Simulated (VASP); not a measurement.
Wanted: the native input for a VASP 6.6.1 run.

- Task: single point
- Functional: r2SCAN
- Potentials or basis: VASP PAW PBE potentials, release 64 (Rh_pv)
- Cutoff: 520 eV
- k mesh: 15 × 15 × 4
- Occupations: fermi-dirac, width 0.1 eV
- Spin: no spin polarisation
- Dipole correction: no
- Further INCAR settings: ALGO = Normal; EDIFF = 1e-06; NBANDS = 38

Rh:

```
Rh
1.0
     2.69174    0.00000    0.00000
    -1.34587    2.33112    0.00000
     0.00000    0.00000    8.79807
Rh
4
Direct
  0.00000 0.00000 0.00000
  0.33333 0.66667 0.25000
  0.00000 0.00000 0.50000
  0.66667 0.33333 0.75000
```

This isn't the form of Rh at room conditions, which is fcc.

One way to write it, as run:

POSCAR

```
Rh
1.0
    2.6917446200      0.0000000000      0.0000000000
   -1.3458723100      2.3311192200      0.0000000000
    0.0000000000      0.0000000000      8.7980701300
Rh
4
Direct
    0.0000000000      0.0000000000      0.0000000000
    0.3333333333      0.6666666667      0.2500000000
    0.0000000000      0.0000000000      0.5000000000
    0.6666666667      0.3333333333      0.7500000000
```

INCAR.step1

```
SYSTEM = Rh
PREC     = Accurate       ! precision mode
ENCUT    = 520            ! plane-wave cutoff, eV
ISMEAR   = -1             ! smearing method
SIGMA    = 0.1            ! smearing width, eV
LREAL    = .False.        ! projectors in reciprocal space
LASPH    = .True.         ! aspherical terms in the spheres
NELM     = 80             ! most SCF steps
NBANDS   = 38             ! bands
GGA      = PE             ! functional
ALGO     = Normal         ! electronic algorithm
EDIFF    = 1E-4           ! SCF threshold, eV
LWAVE    = .True.         ! write WAVECAR
LCHARG   = .False.        ! write CHGCAR
```

INCAR.step2

```
SYSTEM = Rh
PREC     = Accurate       ! precision mode
ENCUT    = 520            ! plane-wave cutoff, eV
EDIFF    = 1E-6           ! SCF threshold, eV
ISMEAR   = -1             ! smearing method
SIGMA    = 0.1            ! smearing width, eV
LREAL    = .False.        ! projectors in reciprocal space
LASPH    = .True.         ! aspherical terms in the spheres
NELM     = 80             ! most SCF steps
ALGO     = Normal         ! electronic algorithm
ISIF     = 2              ! what is computed and relaxed
LWAVE    = .False.        ! write WAVECAR
LCHARG   = .False.        ! write CHGCAR
METAGGA  = R2SCAN         ! meta-GGA
LMIXTAU  = .True.       
NBANDS   = 38             ! bands
ISTART   = 1
```

KPOINTS

```
Automatic mesh
0
Gamma
  15 15 4
  0 0 0
```

Potentials or basis: VASP PAW PBE potentials, release 64 (Rh_pv).

Command:

```sh
$ cat potpaw_PBE.64/Rh_pv/POTCAR > POTCAR
$ cp INCAR.step1 INCAR
$ mpirun -np 1 vasp_std > vasp.out
$ cp INCAR.step2 INCAR
$ mpirun -np 1 vasp_std > vasp.out
```

It gave:

The pressure is 0.3 GPa and the band gap on the k mesh is zero (bands 30 and 31 overlap by 1.97 eV).

Caveat: the PAW data sets were made with another functional, which shifts forces and pressure a little.

Run time: 9.4 min on 1 thread of Intel(R) Xeon(R) Platinum 8375C CPU @ 2.90GHz (Ice Lake) (shared host), peak memory 0.25 GiB.
